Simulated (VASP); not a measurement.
# LiLaCdAs2 (P3m1) in VASP: a series of runs, part 2 of 2

VASP 6.6.1.

### 3 Relaxation of shape and atoms at fixed volume, PBE (22.85 Å³/atom)

This run uses another cell than the first one, of 22.85 Å³/atom.

Contents of INCAR:

```
SYSTEM = LiLaCdAs2
  ALGO = Normal
  EDIFF = 1E-7
  EDIFFG = -0.01
  ENCUT = 600
  GGA = PE
  IBRION = 2
  ISIF = 4
  ISMEAR = 0
  LASPH = .True.
  LCHARG = .False.
  LREAL = .False.
  LWAVE = .False.
  NELM = 80
  NSW = 50
  PREC = Accurate
  SIGMA = 0.02
```

Contents of KPOINTS:

```
k-points
0
Gamma
  6 6 4
  0 0 0
```

Contents of POSCAR:

```
LiLaCdAs2
1.0
    4.3412279884      0.0000000000      0.0000000000
   -2.1706139942      3.7596137216      0.0000000000
    0.0000000000      0.0000000000      7.0000985828
Li La Cd As
1 1 1 2
Direct
    0.6666666667      0.3333333333      0.3678301087
    0.0000000000      0.0000000000      0.0096007826
    0.3333333333      0.6666666667      0.6185394941
    0.3333333333      0.6666666667      0.2428962578
    0.6666666667      0.3333333333      0.7611343468
```

Potentials or basis: VASP PAW PBE potentials, release 64 (Li_sv, La, Cd, As).

On the command line:

```
cat potpaw_PBE.64/Li_sv/POTCAR potpaw_PBE.64/La/POTCAR potpaw_PBE.64/Cd/POTCAR potpaw_PBE.64/As/POTCAR > POTCAR
mpirun -np 1 vasp_std > vasp.out
```

OUTCAR:

```text
SYSTEM = LiLaCdAs2
   EDIFF = 1E-7
   EDIFFG = -0.01
   ENCUT = 600
   GGA = PE
   IBRION = 2
   ISIF = 4
   ISMEAR = 0
   LASPH = .True.
   LREAL = .False.
   NELM = 80
   NSW = 50
   PREC = Accurate

 ion  position               nearest neighbor table
   1  0.667  0.333  0.368-   4 2.65   4 2.65   4 2.65   5 2.75   3 3.06   3 3.06   3 3.06
   2  0.000  0.000  0.010-   4 2.99   4 2.99   4 2.99   5 3.05   5 3.05   5 3.05   3 3.71   3 3.71
                             3 3.71
   3  0.333  0.667  0.619-   4 2.63   5 2.70   5 2.70   5 2.70   1 3.06   1 3.06   1 3.06   2 3.71
                             2 3.71   2 3.71
   4  0.333  0.667  0.243-   3 2.63   1 2.65   1 2.65   1 2.65   2 2.99   2 2.99   2 2.99
   5  0.667  0.333  0.761-   3 2.70   3 2.70   3 2.70   1 2.75   2 3.05   2 3.05   2 3.05

  LATTYP: Found a hexagonal cell.
 ALAT       =     4.3412279884
 C/A-ratio  =     1.6124696979

  Lattice vectors:

 A1 = (   4.3412279884,   0.0000000000,   0.0000000000)
 A2 = (  -2.1706139942,   3.7596137216,   0.0000000000)
 A3 = (   0.0000000000,   0.0000000000,   7.0000985828)

Analysis of symmetry for initial positions (statically):
=====================================================================
 Subroutine PRICEL returns:
 Original cell was already a primitive cell.

 Routine SETGRP: Setting up the symmetry group for a
 hexagonal supercell.

 Subroutine GETGRP returns: Found  6 space group operations
 (whereof  6 operations were pure point group operations)
 out of a pool of 24 trial point group operations.

The static configuration has the point symmetry C_3v.

Analysis of symmetry for dynamics (positions and initial velocities):
=====================================================================
 Subroutine PRICEL returns:
 Original cell was already a primitive cell.

 Routine SETGRP: Setting up the symmetry group for a
 hexagonal supercell.

 Subroutine GETGRP returns: Found  6 space group operations
 (whereof  6 operations were pure point group operations)
[... 116 lines left out ...]
   TEBEG  =    0.0;   TEEND  =   0.0 temperature during run
   PSTRESS=    0.0 pullay stress
   NELECT =      36.0000    total number of electrons
   NUPDOWN=      -1.0000    fix difference up-down
   EMIN   =  10.00;   EMAX   =-10.00  energy-range for DOS
   EFERMI =   0.00;   METHOD = LEGACY
   ISMEAR =     0;   SIGMA  =   0.02  broadening in eV -4-tet -1-fermi 0-gaus
   EFERMI_NEDOS =   21; number of points for ismear=-14 and -15
   IALGO  =     38    algorithm
   IMIX   =      4    mixing-type and parameters
     AMIX     =   0.40;   BMIX     =  1.00
     AMIX_MAG =   1.60;   BMIX_MAG =  1.00
  volume/ion in A,a.u.               =      22.85       154.20
  Fermi-wavevector in a.u.,A,eV,Ry     =   1.114010  2.105173 16.885072  1.241018
  Thomas-Fermi vector in A             =   2.250600
   LORBIT       =      0    0 simple, 1 ext, 2 COOP (PROOUT), +10 PAW based schemes
   GGA     = PE    functional components
   LHFCALC =     F    Hartree Fock is set to
   AEXX    =    0.0000 exact exchange contribution
   IVDW    =     0    specifies the selected vdW correction
   LEPSILON=     F    determine dielectric tensor
   LRPA    =     F    only Hartree local field effects (RPA)
 conjugate gradient relaxation of ions
 non-spin polarized calculation
 Gauss-broadening in eV      SIGMA  =   0.02
  energy-cutoff  :      600.00
  volume of cell :      114.25
 maximum number of plane-waves:      3832
 NGX is ok and might be reduce to    36
   NGX = 17   NGY = 17   NGZ = 27

--------------------------------------- Ionic step        1  -------------------------------------------

 number of electron      35.9999998 magnetization

 Free energy of the ion-electron system (eV)
  ---------------------------------------------------
  ext. energy  EPLUGINS =         0.00000000
  ---------------------------------------------------
  free energy    TOTEN  =       -21.40237818 eV

  energy without entropy =      -21.40237818  energy(sigma->0) =      -21.40237818

------------------------ aborting loop because EDIFF is reached ----------------------------------------

  FORCE on cell =-STRESS in cart. coord.  units (eV):
  Direction    XX          YY          ZZ          XY          YZ          ZX
  --------------------------------------------------------------------------------------
  -------------------------------------------------------------------------------------
  Total        2.8549912      2.8549912      2.8716713      0.0000000     -0.0000000      0.0000000
  in kB       40.0364338     40.0364338     40.2703428      0.0000000     -0.0000000      0.0000000
  external PRESSURE =      40.1144035 kB  Pullay stress =       0.0000000 kB
[... 65 lines left out ...]
--------------------------------------- Ionic step        3  -------------------------------------------

 number of electron      35.9999998 magnetization

 Free energy of the ion-electron system (eV)
  ---------------------------------------------------
  ext. energy  EPLUGINS =         0.00000000
  ---------------------------------------------------
  free energy    TOTEN  =       -21.40246060 eV

  energy without entropy =      -21.40246060  energy(sigma->0) =      -21.40246060

 E-fermi :   4.7712     XC(G=0):  -9.6853

 val. band max:        4.6690234982   @ k =   0.0000   0.0000   0.0000
 cond. band min:       5.4929241075   @ k =   0.5000   0.0000   0.5000
 fundamental gap:      0.8239006093
 Fermi energy:         4.7712163881

 k-point     1 :       0.0000    0.0000    0.0000
  band No.  band energies     occupation
      1     -40.9202      2.00000
      2     -27.5785      2.00000
      3     -11.6012      2.00000
      4     -11.2236      2.00000
      5     -11.2236      2.00000
      6      -6.2938      2.00000
[... 621 lines left out ...]
  FREE ENERGIE OF THE ION-ELECTRON SYSTEM (eV)
  ---------------------------------------------------
  free  energy   TOTEN  =       -21.4024606016 eV

  energy  without entropy=      -21.4024606016  energy(sigma->0) =      -21.40246060

 reached required accuracy - stopping structural energy minimisation
```

OSZICAR:

```text
N       E                     dE             d eps       ncg     rms          rms(c)
DAV:   1     0.340454729054E+03    0.34045E+03   -0.15836E+04  1056   0.220E+03
DAV:   2     0.557057046039E+02   -0.28475E+03   -0.26998E+03  1278   0.377E+02
DAV:   3    -0.116334413331E+02   -0.67339E+02   -0.65605E+02  1600   0.176E+02
DAV:   4    -0.216909188028E+02   -0.10057E+02   -0.87680E+01  1826   0.572E+01
[... 22 lines left out ...]
DAV:   2    -0.214024593925E+02   -0.40119E-04   -0.45619E-04  1576   0.187E-01    0.101E-02
DAV:   3    -0.214024604288E+02   -0.10363E-05   -0.22055E-05  1750   0.410E-02    0.728E-03
DAV:   4    -0.214024603715E+02    0.57340E-07   -0.36416E-06  1680   0.133E-02    0.262E-03
DAV:   5    -0.214024605818E+02   -0.21037E-06   -0.77241E-07  1582   0.592E-03    0.111E-03
DAV:   6    -0.214024606016E+02   -0.19748E-07   -0.22235E-07  1178   0.284E-03
   3 F= -.21402461E+02 E0= -.21402461E+02  d E =-.824203E-04
```

Run time: 4.1 min. Hardware: 1 thread of Intel Xeon 8259CL, shared host; peak memory 0.34 GiB.

Results:

```
Free energy                  : -21.4025 eV
Energy gained by relaxing    : 0.0 meV/atom
Ionic steps                  : 3
Pressure after relaxing      : 4.0 GPa
Largest force after relaxing : 0.003 eV/Å
Band gap on the k mesh       : 0.82 eV (least direct gap 1.14 eV)
```

Forces in eV/Å, atoms in the order of the input:
```
Li   0.000  0.000  0.002
La   0.000  0.000 -0.003
Cd   0.000  0.000 -0.002
As   0.000  0.000  0.002
As   0.000  0.000  0.000
```

Final structure:
```
Li La Cd As
1.0
     4.34080    0.00000    0.00000
    -2.17040    3.75924    0.00000
     0.00000    0.00000    7.00149
Li La Cd As
1 1 1 2
Direct
  0.66667 0.33333 0.36793
  0.00000 0.00000 0.00913
  0.33333 0.66667 0.61881
  0.33333 0.66667 0.24288
  0.66667 0.33333 0.76125
```

Levels at points of the mesh, in eV from the valence-band top:
```tsv
k point	band 16	band 17	band 18	band 19	band 20	band 21
(0.00, 0.00, 0.00)	-0.27	0.00	0.00	1.14	1.92	2.07
(0.50, 0.00, 0.00)	-1.80	-1.79	-1.20	1.14	2.35	2.45
(0.00, 0.00, 0.50)	-1.48	-0.51	-0.51	1.59	1.98	1.98
(0.50, 0.00, 0.50)	-2.18	-0.64	-0.51	0.82	1.95	2.46
```

Caveat: the cutoff is under 1.25 times the usual one of these potentials, so pressure, stress and relaxed cells hold a basis-set (Pulay) error; spin-orbit coupling is left out, which moves the levels of the heavy elements.

### 4 Relaxation of cell and atoms, PBE

Contents of INCAR:

```
SYSTEM = LiLaCdAs2
ALGO = Normal ; EDIFF = 1E-6
EDIFFG = -0.01 ; ENCUT = 600
GGA = PE ; IBRION = 2
ISIF = 3 ; ISMEAR = 0
LASPH = .True. ; LCHARG = .False.
LREAL = .False. ; LWAVE = .False.
NELM = 80 ; NSW = 100
PREC = Accurate ; SIGMA = 0.02
```

KPOINTS is that of step 3.

Contents of POSCAR:

```
LiLaCdAs2
1.0
    4.4335826818      0.0000000000      0.0000000000
   -2.2167913409      3.8395952322      0.0000000000
    0.0000000000      0.0000000000      7.1386808571
Li La Cd As
1 1 1 2
Direct
    0.6666666667      0.3333333333      0.3667655607
    0.0000000000      0.0000000000      0.0097176301
    0.3333333333      0.6666666667      0.6182119456
    0.3333333333      0.6666666667      0.2427799414
    0.6666666667      0.3333333333      0.7625259122
```

On the command line:

```
cat potpaw_PBE.64/Li_sv/POTCAR potpaw_PBE.64/La/POTCAR potpaw_PBE.64/Cd/POTCAR potpaw_PBE.64/As/POTCAR > POTCAR
mpirun -np 1 vasp_std > vasp.out
```

It took 8.8 min on 1 thread of Intel Xeon 8259CL, shared host; peak memory 0.37 GiB.

Results (log left out):

- Free energy: -21.4923 eV
- Relaxed volume: 24.33 Å³/atom
- Relaxed cell: a = 4.432 Å, b = 4.432 Å, c = 7.151 Å, α = 90.00°, β = 90.00°, γ = 120.00°
- Space group after relaxing (to 0.1 Å): P3m1 (No. 156)
- Energy gained by relaxing: 0.1 meV/atom
- Ionic steps: 10
- Pressure after relaxing: 0.0 GPa
- Largest force after relaxing: 0.008 eV/Å
- Band gap on the k mesh: 0.91 eV (least direct gap 0.93 eV)

Forces in eV/Å, atoms in the order of the input:
```
Li   0.000  0.000  0.008
La   0.000  0.000 -0.008
Cd   0.000  0.000 -0.002
As   0.000  0.000  0.005
As   0.000  0.000 -0.003
```

Step by step:
| step | energy change (eV) | largest force (eV/Å) | pressure (GPa) | volume (Å³) |
| --- | --- | --- | --- | --- |
| 1 | 0.0000 | 0.0443 | 0.06 | 121.52 |
| 2 | -0.0002 | 0.0188 | -0.01 | 121.68 |
| 3 | -0.0002 | 0.0151 | -0.03 | 121.73 |
| 4 | -0.0002 | 0.0141 | -0.04 | 121.75 |
| 5 | -0.0003 | 0.0107 | -0.01 | 121.67 |
| 6 | -0.0003 | 0.0100 | 0.01 | 121.63 |
| 7 | -0.0003 | 0.0103 | 0.02 | 121.61 |
| 8 | -0.0003 | 0.0105 | 0.03 | 121.62 |
| 9 | -0.0003 | 0.0107 | 0.03 | 121.62 |
| 10 | -0.0003 | 0.0085 | 0.01 | 121.65 |

Final structure:
```xyz
5
Lattice="4.4321 0.0000 0.0000 -2.2161 3.8383 0.0000 0.0000 0.0000 7.1507" Properties=species:S:1:pos:R:3 pbc="T T T"
Li    2.2161    1.2794    2.6258
La    0.0000    0.0000    0.0735
Cd    0.0000    2.5589    4.4208
As    0.0000    2.5589    1.7314
As    2.2161    1.2794    5.4498
```

Levels at points of the mesh, in eV from the valence-band top:
```csv
k point,band 15,band 16,band 17,band 18,band 19,band 20,band 21,band 22
"(0.00, 0.00, 0.00)",-1.60,-0.24,0.00,0.00,0.93,1.93,2.06,2.06
"(0.50, 0.00, 0.00)",-2.03,-1.75,-1.64,-1.12,1.15,2.20,2.29,2.37
"(0.00, 0.00, 0.50)",-1.37,-1.37,-0.45,-0.45,1.48,1.98,1.98,2.01
"(0.50, 0.00, 0.50)",-2.05,-2.01,-0.61,-0.50,0.91,1.89,2.27,2.31
```

Caveat: the cutoff is under 1.25 times the usual one of these potentials, so pressure, stress and relaxed cells hold a basis-set (Pulay) error; spin-orbit coupling is left out, which moves the levels of the heavy elements. A k mesh can miss the band edges.

### 5 Relaxation of cell and atoms, PBE

Contents of INCAR:

```
SYSTEM = LiLaCdAs2
ALGO = Normal
EDIFF = 1E-6
EDIFFG = -0.001
ENCUT = 600
GGA = PE
IBRION = 2
ISIF = 3
ISMEAR = 0
LASPH = .TRUE.
LCHARG = .FALSE.
LREAL = .FALSE.
LWAVE = .FALSE.
NELM = 100
NSW = 80
PREC = Accurate
SIGMA = 0.01
```

Contents of KPOINTS:

```
k-points
0
G
  6 6 4
  0 0 0
```

Contents of POSCAR:

```
LiLaCdAs2
1.0
    4.4311673686      0.0000000000      0.0000000000
   -2.2155836843      3.8375035096      0.0000000000
    0.0000000000      0.0000000000      7.1476813542
Li La Cd As
1 1 1 2
Direct
    0.6666666667      0.3333333333      0.3677223749
    0.0000000000      0.0000000000      0.0100514250
    0.3333333333      0.6666666667      0.6182759685
    0.3333333333      0.6666666667      0.2424273870
    0.6666666667      0.3333333333      0.7615238346
```

On the command line:

```
cat potpaw_PBE.64/Li_sv/POTCAR potpaw_PBE.64/La/POTCAR potpaw_PBE.64/Cd/POTCAR potpaw_PBE.64/As/POTCAR > POTCAR
mpirun -np 1 vasp_std > vasp.out
```

It took 19 min on 1 thread of Intel Xeon 8259CL, shared host; peak memory 0.36 GiB.

The run converged. Its results:

```
Free energy                           : -21.4924 eV
Relaxed volume                        : 24.33 Å³/atom
Relaxed cell                          : a = 4.432 Å, b = 4.432 Å, c = 7.150 Å, α = 90.00°, β = 90.00°, γ = 120.00°
Space group after relaxing (to 0.1 Å) : P3m1 (No. 156)
Energy gained by relaxing             : 0.0 meV/atom
Ionic steps                           : 31
Pressure after relaxing               : 0.0 GPa
Band gap on the k mesh                : 0.91 eV (least direct gap 0.93 eV)
```

Final structure:
```yaml
crystal:
  lattice:
    - [4.43248, 0.00000, 0.00000]
    - [-2.21624, 3.83864, 0.00000]
    - [0.00000, 0.00000, 7.15032]
  atoms:
    - { symbol: Li, position: [0.66667, 0.33333, 0.36767] }
    - { symbol: La, position: [0.00000, 0.00000, 0.01011] }
    - { symbol: Cd, position: [0.33333, 0.66667, 0.61810] }
    - { symbol: As, position: [0.33333, 0.66667, 0.24211] }
    - { symbol: As, position: [0.66667, 0.33333, 0.76201] }
```

Levels at points of the mesh, in eV from the valence-band top:
```
           k point  band 14  band 15  band 16  band 17  band 18  band 19  band 20  band 21  band 22
(0.00, 0.00, 0.00)    -1.60    -1.60    -0.25     0.00     0.00     0.93     1.93     2.06     2.06
(0.50, 0.00, 0.00)    -2.35    -2.03    -1.75    -1.64    -1.12     1.14     2.20     2.29     2.37
(0.00, 0.00, 0.50)    -2.03    -1.37    -1.37    -0.46    -0.46     1.47     1.98     1.98     2.01
(0.50, 0.00, 0.50)    -2.64    -2.05    -2.02    -0.61    -0.50     0.91     1.89     2.27     2.31
```

Caveat: the cutoff is under 1.25 times the usual one of these potentials, so pressure, stress and relaxed cells hold a basis-set (Pulay) error; spin-orbit coupling is left out, which moves the levels of the heavy elements.

### 6 Overview

```csv
task,cell,cutoff (eV),smearing,gap on the mesh (eV),pressure (GPa),relaxed volume (Å³/atom),largest force (eV/Å)
single point,"a = 4.431, b = 4.431, c = 7.147 Å, angles 90.0, 90.0, 120.0°, 5 atoms",520,gaussian 0.01 eV,0.90,-,-,0.03
relaxation of shape and atoms at fixed volume,"relaxed from a = 4.341, b = 4.341, c = 7.000 Å, angles 90.0, 90.0, 120.0°, 5 atoms",600,gaussian 0.02 eV,0.82,4.0,-,-
relaxation of cell and atoms,"relaxed from a = 4.434, b = 4.434, c = 7.139 Å, angles 90.0, 90.0, 120.0°, 5 atoms",600,gaussian 0.02 eV,0.91,0.0,24.33,0.01
relaxation of cell and atoms,"relaxed from a = 4.431, b = 4.431, c = 7.148 Å, angles 90.0, 90.0, 120.0°, 5 atoms",600,gaussian 0.01 eV,0.91,0.0,24.33,-
```

Alike in all rows: level PBE; potentials or basis VASP PAW PBE potentials, release 64 (Li_sv, La, Cd, As); no spin polarisation; k mesh 6 × 6 × 4.

Caveats: the cutoff is under 1.25 times the usual one of these potentials, so pressure, stress and relaxed cells hold a basis-set (Pulay) error; spin-orbit coupling is left out, which moves the levels of the heavy elements.

Absolute energies hang on the potentials; compare differences alone.
